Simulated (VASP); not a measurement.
# Sr (P6_3/mmc) in VASP: further runs, part 2 of 2

VASP 6.6.1.

## (4) Single point, PBEsol (equal strain along all axes, cell held: +3.0 %)

INCAR reads:

```
SYSTEM = Sr
  ALGO = Fast
  EDIFF = 1E-6
  ENCUT = 520
  GGA = PS
  ISIF = 2
  ISMEAR = 0
  LASPH = .True.
  LCHARG = .True.
  LELF = .True.
  LREAL = .False.
  LVHAR = .True.
  LWAVE = .False.
  NBANDS = 17
  NELM = 80
  PREC = Accurate
  SIGMA = 0.1
```

KPOINTS reads:

```
k-points
0
Gamma
  12 12 8
  0 0 0
```

POSCAR reads:

```
Sr
1.0
    4.3203734518      0.0000000000      0.0000000000
   -2.1601867259      3.7415531631      0.0000000000
    0.0000000000      0.0000000000      7.0848810214
Sr
2
Direct
    0.3333333333      0.6666666667      0.2500000000
    0.6666666667      0.3333333333      0.7500000000
```

The run is started by

```console
> cat potpaw_PBE.64/Sr_sv/POTCAR > POTCAR
> mpirun -np 1 vasp_std > vasp.out
```

It took 3.8 min on 1 thread of Intel Xeon 8259CL, shared host; peak memory 0.33 GiB.

Results (log left out):

```yaml
Free_energy: -3.6471 eV
Pressure: -0.9 GPa
Band_gap_on_the_k_mesh: zero (bands 10 and 11 overlap by 0.30 eV)
```

Levels at points of the mesh, in eV from the Fermi level:
| k point | band 8 | band 9 | band 10 | band 11 | band 12 | band 13 |
| --- | --- | --- | --- | --- | --- | --- |
| (0.00, 0.00, 0.00) | -18.55 | -3.62 | -1.16 | -0.01 | 2.21 | 2.23 |
| (0.50, 0.00, 0.00) | -18.58 | -1.14 | -0.57 | 0.08 | 0.23 | 1.24 |
| (0.00, 0.00, 0.50) | -18.56 | -2.72 | -2.72 | 1.22 | 1.22 | 2.23 |
| (0.50, 0.00, 0.50) | -18.60 | -0.81 | -0.81 | 0.19 | 0.19 | 1.28 |

Caveat: the cell differs from its parent crystal (equal strain along all axes, cell held: +3.0 %); the PAW data sets were made with another functional, which shifts forces and pressure a little.

## (5) Single point, PBEsol

This run uses another cell than the first one, of 52.40 Å³/atom.

INCAR reads:

```
ALGO = Fast ; EDIFF = 1E-7
ENCUT = 520 ; GGA = PS
ISIF = 2 ; ISMEAR = 0
LASPH = True ; LCHARG = False
LREAL = False ; LWAVE = False
NBANDS = 17 ; NELM = 100
PREC = Accurate ; SIGMA = 0.1
```

KPOINTS reads:

```
k-points
0
Gamma
  12 12 6
```

POSCAR reads:

```
Sr
1.0
    4.1945373319      0.0000000000      0.0000000000
   -2.0972686660      3.6325758865      0.0000000000
    0.0000000000      0.0000000000      6.8785252635
Sr
2
Direct
    0.3333333333      0.6666666667      0.2500000000
    0.6666666667      0.3333333333      0.7500000000
```

Potentials or basis: VASP PAW PBE potentials, release 64 (Sr_sv).

The run is started by

```console
> cat potpaw_PBE.64/Sr_sv/POTCAR > POTCAR
> mpirun -np 1 vasp_std > vasp.out
```

OUTCAR:

```text
EDIFF = 1E-7
   ENCUT = 520
   GGA = PS
   ISIF = 2
   ISMEAR = 0
   LASPH = True
   LREAL = False
   NELM = 100
   PREC = Accurate

 ion  position               nearest neighbor table
   1  0.333  0.667  0.250-   2 4.21   2 4.21   2 4.21   2 4.21   2 4.21   2 4.21
   2  0.667  0.333  0.750-   1 4.21   1 4.21   1 4.21   1 4.21   1 4.21   1 4.21

  LATTYP: Found a hexagonal cell.
 ALAT       =     4.1945373319
 C/A-ratio  =     1.6398769922

  Lattice vectors:

 A1 = (   4.1945373319,   0.0000000000,   0.0000000000)
 A2 = (  -2.0972686660,   3.6325758865,   0.0000000000)
 A3 = (   0.0000000000,   0.0000000000,   6.8785252635)

Analysis of symmetry for initial positions (statically):
=====================================================================
 Subroutine PRICEL returns:
 Original cell was already a primitive cell.

 Routine SETGRP: Setting up the symmetry group for a
 hexagonal supercell.

 Subroutine GETGRP returns: Found 24 space group operations
 (whereof 12 operations were pure point group operations)
 out of a pool of 24 trial point group operations.

The static configuration has the point symmetry D_3d.
 The point group associated with its full space group is D_6h.

Analysis of symmetry for dynamics (positions and initial velocities):
=====================================================================
 Subroutine PRICEL returns:
 Original cell was already a primitive cell.

 Routine SETGRP: Setting up the symmetry group for a
 hexagonal supercell.

 Subroutine GETGRP returns: Found 24 space group operations
 (whereof 12 operations were pure point group operations)
 out of a pool of 24 trial point group operations.

The dynamic configuration has the point symmetry D_3d.
 The point group associated with its full space group is D_6h.

 Subroutine INISYM returns: Found 24 space group operations
 (whereof 12 operations are pure point group operations),
 and found     1 'primitive' translations
[... 112 lines left out ...]
   IALGO  =     68    algorithm
   IMIX   =      4    mixing-type and parameters
     AMIX     =   0.40;   BMIX     =  1.00
     AMIX_MAG =   1.60;   BMIX_MAG =  1.00
  volume/ion in A,a.u.               =      52.40       353.64
  Fermi-wavevector in a.u.,A,eV,Ry     =   0.942512  1.781089 12.086443  0.888328
  Thomas-Fermi vector in A             =   2.070128
   LORBIT       =      0    0 simple, 1 ext, 2 COOP (PROOUT), +10 PAW based schemes
   GGA     = PS    functional components
   LHFCALC =     F    Hartree Fock is set to
   AEXX    =    0.0000 exact exchange contribution
   IVDW    =     0    specifies the selected vdW correction
   LEPSILON=     F    determine dielectric tensor
   LRPA    =     F    only Hartree local field effects (RPA)
 non-spin polarized calculation
 RMM-DIIS sequential band-by-band and
 Gauss-broadening in eV      SIGMA  =   0.10
  energy-cutoff  :      520.00
  volume of cell :      104.81
 maximum number of plane-waves:      2848
 NGX is ok and might be reduce to    32
   NGX = 15   NGY = 15   NGZ = 25

 number of electron      20.0000000 magnetization

 Free energy of the ion-electron system (eV)
  ---------------------------------------------------
  ext. energy  EPLUGINS =         0.00000000
  ---------------------------------------------------
  free energy    TOTEN  =        -3.67576093 eV

  energy without entropy =       -3.66264197  energy(sigma->0) =       -3.66920145

 E-fermi :   1.6822     XC(G=0):  -7.5827

 val. band max:        1.6749194754   @ k =   0.3333   0.0000   0.0000
 cond. band min:       1.6838809552   @ k =   0.4167  -0.0000   0.0000
 fundamental gap:      0.0089614798
 Fermi energy:         1.6821683351

 k-point     1 :       0.0000    0.0000    0.0000
  band No.  band energies     occupation
      1     -34.7764      2.00000
      2     -34.7589      2.00000
      3     -16.9014      2.00000
      4     -16.7005      2.00000
      5     -16.7005      2.00000
      6     -16.6692      2.00000
[... 457 lines left out ...]
      4     -16.8189      2.00000
      5     -16.7988      2.00000
      6     -16.7383      2.00000
[... 9 lines left out ...]
     16       5.2939      0.00000
     17       5.3896      0.00000

 [... further k-points ...]

------------------------ aborting loop because EDIFF is reached ----------------------------------------

  FORCE on cell =-STRESS in cart. coord.  units (eV):
  Direction    XX          YY          ZZ          XY          YZ          ZX
  --------------------------------------------------------------------------------------
  -------------------------------------------------------------------------------------
  Total        0.0072952      0.0072952     -0.0017546     -0.0000000      0.0000000      0.0000000
  in kB        0.1115199      0.1115199     -0.0268222     -0.0000000      0.0000000      0.0000000
  external PRESSURE =       0.0654059 kB  Pullay stress =       0.0000000 kB

 VOLUME and BASIS-vectors are now :
 -----------------------------------------------------------------------------
  energy-cutoff  :      520.00
  volume of cell :      104.81
      direct lattice vectors                 reciprocal lattice vectors
     4.194537332  0.000000000  0.000000000     0.238405316  0.137643374  0.000000000
    -2.097268666  3.632575887  0.000000000     0.000000000  0.275286747  0.000000000
     0.000000000  0.000000000  6.878525264     0.000000000  0.000000000  0.145380000

 POSITION                                       TOTAL-FORCE (eV/Angst)
 -----------------------------------------------------------------------------------
     -0.00000      2.42172      1.71963         0.000000      0.000000      0.000000
      2.09727      1.21086      5.15889        -0.000000     -0.000000      0.000000
 -----------------------------------------------------------------------------------
    total drift:                               -0.000000      0.000000     -0.000000

  FREE ENERGIE OF THE ION-ELECTRON SYSTEM (eV)
  ---------------------------------------------------
  free  energy   TOTEN  =        -3.6757609344 eV

  energy  without entropy=       -3.6626419699  energy(sigma->0) =       -3.66920145
```

Run time: 4.2 min. Hardware: 1 thread of Intel Xeon 8259CL, shared host; peak memory 0.3 GiB.

What came out:

| Item | Value |
| --- | --- |
| Free energy | -3.6758 eV |
| Pressure | 0.0 GPa |
| Band gap on the k mesh | zero (bands 10 and 11 overlap by 0.23 eV) |

Caveat: the PAW data sets were made with another functional, which shifts forces and pressure a little.

## (6) The runs side by side

| cell | k mesh | further INCAR settings | gap on the mesh (eV) | pressure (GPa) |
| --- | --- | --- | --- | --- |
| a = 4.236, b = 4.236, c = 6.947 Å, angles 90.0, 90.0, 120.0°, 2 atoms | 12 × 12 × 8 | ALGO = Fast; EDIFF = 1e-07; NBANDS = 17 | none | -0.3 |
| a = 4.278, b = 4.278, c = 7.016 Å, angles 90.0, 90.0, 120.0°, 2 atoms | 12 × 12 × 8 | ALGO = Fast; EDIFF = 1e-06; NBANDS = 17 | none | -0.6 |
| a = 4.320, b = 4.320, c = 7.085 Å, angles 90.0, 90.0, 120.0°, 2 atoms | 12 × 12 × 8 | ALGO = Fast; EDIFF = 1e-06; NBANDS = 17 | none | -0.9 |
| a = 4.195, b = 4.195, c = 6.879 Å, angles 90.0, 90.0, 120.0°, 2 atoms | 12 × 12 × 6 | ALGO = Fast; EDIFF = 1e-07; NBANDS = 17 | none | 0.0 |

Alike in all rows: task single point; level PBEsol; potentials or basis VASP PAW PBE potentials, release 64 (Sr_sv); no spin polarisation; cutoff (eV) 520; smearing gaussian 0.1 eV.

Caveats: the PAW data sets were made with another functional, which shifts forces and pressure a little.

Absolute energies hang on the potentials; compare differences alone.
